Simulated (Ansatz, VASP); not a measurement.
**KI in VASP and in Ansatz**

```
CELL_PARAMETERS angstrom
0.00000 3.45260 3.45260
3.45260 0.00000 3.45260
3.45260 3.45260 0.00000
ATOMIC_POSITIONS crystal
K 0.00000 0.00000 0.00000
I 0.50000 0.50000 0.50000
```

Change from the starting cell: volume scaled by 0.94, crystal datasets.

Alike in both runs: task electric field gradients; functional PBEsol; k mesh 8 × 8 × 8; occupations fermi-dirac, width 0.01 eV; no spin polarisation.

|  | VASP | Ansatz |
| --- | --- | --- |
| version | VASP 6.6.1 | Ansatz 0.2.0 |
| potentials or method | VASP PAW PBE potentials, release 64 (K_sv, I), cutoff 520 eV | all-electron PAW with datasets made for the crystal, scalar-relativistic |

|  | VASP | Ansatz | Ansatz less VASP |
| --- | --- | --- | --- |
| gap on the k mesh at the Fermi level (eV) | 3.97 | 3.97 | +0.004 |
| pressure (GPa) | 0.6 | 0.6 | -0.05 |

VASP's potentials were made for PBE, not for PBEsol. Ansatz ran all-electron here, and VASP with PAW potentials.

Spin-orbit coupling is off throughout.
